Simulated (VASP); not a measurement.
# GaP (F-43m) in VASP: further runs, part 2 of 2

VASP 6.6.1. The steps go on from the part before.

### 3 Relaxation of cell and atoms, RPBE+D4

INCAR reads:

```
PREC = Accurate
ENCUT = 600
EDIFF = 1E-6
ISMEAR = -1
SIGMA = 0.05
LREAL = F
LASPH = T
NELM = 100
ALGO = Normal
ISIF = 3
LWAVE = F
LCHARG = F
GGA = RP
IVDW = 13
IBRION = 2
NSW = 80
EDIFFG = -0.01
```

KPOINTS reads:

```
regular mesh
0
Gamma
  8 8 8
```

POSCAR reads:

```
GaP
1.0
    0.0000000000      2.7252500000      2.7252500000
    2.7252500000      0.0000000000      2.7252500000
    2.7252500000      2.7252500000      0.0000000000
Ga P
1 1
Direct
    0.0000000000      0.0000000000      0.0000000000
    0.7500000000      0.7500000000      0.7500000000
```

Potentials or basis: VASP PAW PBE potentials, release 64 (Ga_d, P).

Started as:

```console
$ cat potpaw_PBE.64/Ga_d/POTCAR potpaw_PBE.64/P/POTCAR > POTCAR
$ mpirun -np 1 vasp_std > vasp.out
```

Run time: 33 s. Hardware: 1 thread of Intel Xeon Platinum 8259CL at 2.50GHz (Skylake/Cascade Lake), shared host; peak memory 0.19 GiB.

The run converged. Its results:

```yaml
Free_energy: -10.0045 eV
Relaxed_volume: 19.65 Å³/atom
Relaxed_cell: a = 3.816 Å, b = 3.816 Å, c = 3.816 Å, α = 60.00°, β = 60.00°, γ = 60.00°
Space_group_after_relaxing_to_0.05_Å: F-43m (No. 216)
Energy_gained_by_relaxing: 4.7 meV/atom
Ionic_steps: 3
Pressure_after_relaxing: 0.0 GPa
Band_gap_on_the_k_mesh: 1.68 eV, indirect (least direct gap 2.21 eV)
Dispersion_energy_per_atom: -0.810 eV
```

The path:
```csv
step,energy change (eV),largest force (eV/Å),pressure (GPa),volume (Å³)
1,0.0000,0.0000,-2.51,40.48
2,-0.0066,0.0000,1.46,38.65
3,-0.0095,0.0000,-0.03,39.29
```

Final structure:
```xyz
2
Lattice="0.0000 2.6983 2.6983 2.6983 0.0000 2.6983 2.6983 2.6983 0.0000" Properties=species:S:1:pos:R:3 pbc="T T T"
Ga    0.0000    0.0000    0.0000
P     4.0474    4.0474    4.0474
```

Levels at points of the mesh, in eV from the valence-band top:
```tsv
k point	band 6	band 7	band 8	band 9	band 10	band 11	band 12	band 13
(0.00, 0.00, 0.00)	-12.69	0.00	0.00	0.00	2.21	3.91	3.91	3.91
(0.50, 0.00, 0.00)	-10.54	-6.76	-1.16	-1.16	1.86	4.74	4.74	8.51
(0.50, 0.50, 0.00)	-9.60	-6.85	-2.77	-2.77	1.69	1.87	10.86	10.86
```

Caveat: the PAW data sets were made with another functional, which shifts forces and pressure a little. A k mesh can miss the band edges.

### 4 Single point, PBEsol

This run uses another cell than the first one, of 19.03 Å³/atom, 0.940 times its volume.

INCAR reads:

```
SYSTEM = GaP
ALGO = Normal
EDIFF = 1E-7
ENCUT = 520
GGA = PS
ISIF = 2
ISMEAR = -1
LASPH = .TRUE.
LCHARG = .TRUE.
LELF = .TRUE.
LREAL = .FALSE.
LVHAR = .TRUE.
LWAVE = .FALSE.
NBANDS = 16
NELM = 80
PREC = Accurate
SIGMA = 0.05
```

KPOINTS reads:

```
k-points
0
G
  8 8 8
  0 0 0
```

POSCAR reads:

```
GaP
1.0
    0.0000000000      2.6696170428      2.6696170428
    2.6696170428      0.0000000000      2.6696170428
    2.6696170428      2.6696170428      0.0000000000
Ga P
1 1
Direct
    0.0000000000      0.0000000000      0.0000000000
    0.7500000000      0.7500000000      0.7500000000
```

Potentials or basis: VASP PAW PBE potentials, release 64 (Ga_d, P).

Started as:

```console
$ cat potpaw_PBE.64/Ga_d/POTCAR potpaw_PBE.64/P/POTCAR > POTCAR
$ mpirun -np 1 vasp_std > vasp.out
```

OUTCAR:

```text
SYSTEM = GaP
   EDIFF = 1E-7
   ENCUT = 520
   GGA = PS
   ISIF = 2
   ISMEAR = -1
   LASPH = .TRUE.
   LREAL = .FALSE.
   NELM = 80
   PREC = Accurate

 ion  position               nearest neighbor table
   1  0.000  0.000  0.000-   2 2.31   2 2.31   2 2.31   2 2.31
   2  0.750  0.750  0.750-   1 2.31   1 2.31   1 2.31   1 2.31

  LATTYP: Found a face centered cubic cell.
 ALAT       =     5.3392340856

  Lattice vectors:

 A1 = (   0.0000000000,   2.6696170428,   2.6696170428)
 A2 = (   2.6696170428,   0.0000000000,   2.6696170428)
 A3 = (   2.6696170428,   2.6696170428,   0.0000000000)

[... 623 lines left out ...]
      5      -9.3110      2.00000
      6      -5.0374      2.00000
[... 8 lines left out ...]
     15      17.3335      0.00000
     16      18.0295      0.00000

 [... further k-points ...]
[... 5 lines left out ...]
  --------------------------------------------------------------------------------------
  -------------------------------------------------------------------------------------
  Total        1.2403048      1.2403048      1.2403048      0.0000000      0.0000000      0.0000000
  in kB       52.2230367     52.2230367     52.2230367      0.0000000      0.0000000      0.0000000
  external PRESSURE =      52.2230367 kB  Pullay stress =       0.0000000 kB

 VOLUME and BASIS-vectors are now :
 -----------------------------------------------------------------------------
  energy-cutoff  :      520.00
  volume of cell :       38.05
      direct lattice vectors                 reciprocal lattice vectors
     0.000000000  2.669617043  2.669617043    -0.187292781  0.187292781  0.187292781
     2.669617043  0.000000000  2.669617043     0.187292781 -0.187292781  0.187292781
     2.669617043  2.669617043  0.000000000     0.187292781  0.187292781 -0.187292781

 POSITION                                       TOTAL-FORCE (eV/Angst)
 -----------------------------------------------------------------------------------
      0.00000      0.00000      0.00000         0.000000      0.000000      0.000000
      4.00443      4.00443      4.00443        -0.000000     -0.000000     -0.000000
 -----------------------------------------------------------------------------------
    total drift:                               -0.000000     -0.000000     -0.000000

  FREE ENERGIE OF THE ION-ELECTRON SYSTEM (eV)
  ---------------------------------------------------
  free  energy   TOTEN  =        -9.8877818217 eV

  energy  without entropy=       -9.8877817958  energy(sigma->0) =       -9.88778181
```

OSZICAR:

```text
N       E                     dE             d eps       ncg     rms          rms(c)
DAV:   1     0.859149610330E+02    0.85915E+02   -0.90033E+03   960   0.165E+03
DAV:   2    -0.364618241676E+01   -0.89561E+02   -0.85088E+02  1032   0.328E+02
DAV:   3    -0.100982151361E+02   -0.64520E+01   -0.64236E+01  1152   0.671E+01
DAV:   4    -0.101977541067E+02   -0.99539E-01   -0.99517E-01  1144   0.902E+00
DAV:   5    -0.101996614602E+02   -0.19074E-02   -0.19073E-02  1200   0.114E+00    0.444E+00
DAV:   6    -0.993537347124E+01    0.26429E+00   -0.35856E-01  1432   0.123E+01    0.284E+00
DAV:   7    -0.989046935059E+01    0.44904E-01   -0.93668E-02  1328   0.247E+00    0.105E+00
DAV:   8    -0.988761547706E+01    0.28539E-02   -0.12786E-02  1096   0.137E+00    0.214E-01
DAV:   9    -0.988774457642E+01   -0.12910E-03   -0.10954E-03  1352   0.448E-01    0.667E-02
DAV:  10    -0.988775790504E+01   -0.13329E-04   -0.62516E-05  1456   0.883E-02    0.277E-02
DAV:  11    -0.988778180179E+01   -0.23897E-04   -0.24468E-05  1096   0.522E-02    0.697E-03
DAV:  12    -0.988778170960E+01    0.92194E-07   -0.10365E-06  1216   0.120E-02    0.489E-03
DAV:  13    -0.988778183095E+01   -0.12135E-06   -0.31399E-07  1176   0.453E-03    0.158E-03
DAV:  14    -0.988778182173E+01    0.92195E-08   -0.53999E-09   672   0.731E-04
   1 F= -.98877818E+01 E0= -.98877818E+01  d E =-.259760E-07
```

stdout:

```text
POSCAR found type information on POSCAR GaP
 POSCAR found :  2 types and       2 ions
 scaLAPACK will be used
 -----------------------------------------------------------------------------
|                                                                             |
|                                                                             |
|     You enforced a specific xc type in the INCAR file but a different       |
|     I HOPE YOU KNOW WHAT YOU ARE DOING!                                     |
|                                                                             |
 -----------------------------------------------------------------------------

 LDA part: xc-table for (Slater+PW92), standard interpolation
 POSCAR, INCAR and KPOINTS ok, starting setup
 FFT: planning ... GRIDC
 FFT: planning ... GRID_SOFT
 FFT: planning ... GRID
 WAVECAR not read
 entering main loop
```

It took 9.1 s on 1 thread of Intel Xeon 6975P-C (Granite Rapids), shared host; peak memory 0.15 GiB.

Results:

* Free energy: -9.8878 eV
* Pressure: 5.2 GPa
* Band gap on the k mesh: 1.38 eV, indirect (least direct gap 2.27 eV)

Levels at points of the mesh, in eV from the valence-band top:
```csv
k point,band 6,band 7,band 8,band 9,band 10,band 11,band 12,band 13
"(0.00, 0.00, 0.00)",-13.01,0.00,0.00,0.00,2.27,3.80,3.80,3.80
"(0.50, 0.00, 0.00)",-10.71,-7.07,-1.22,-1.22,1.77,4.63,4.63,8.19
"(0.50, 0.50, 0.00)",-9.71,-7.11,-2.94,-2.94,1.38,1.64,11.02,11.02
```

Caveat: the PAW data sets were made with another functional, which shifts forces and pressure a little.

### 5 Overview

```csv
task,level,cell,cutoff (eV),gap on the mesh (eV),pressure (GPa),relaxed volume (Å³/atom)
relaxation of cell and atoms,revPBE,"relaxed from a = 3.854 Å, angles 60.0°, 2 atoms",600,1.52,0.0,21.26
relaxation of cell and atoms,RPBE+D4,"relaxed from a = 3.854 Å, angles 60.0°, 2 atoms",600,1.68,0.0,19.65
single point,PBEsol,"a = 3.775 Å, angles 60.0°, 2 atoms",520,1.38,5.2,-
```

Alike in all rows: potentials or basis VASP PAW PBE potentials, release 64 (Ga_d, P); no spin polarisation; k mesh 8 × 8 × 8; smearing fermi-dirac 0.05 eV.

Caveats: the PAW data sets were made with another functional, which shifts forces and pressure a little.

Absolute energies hang on the potentials; compare differences alone.
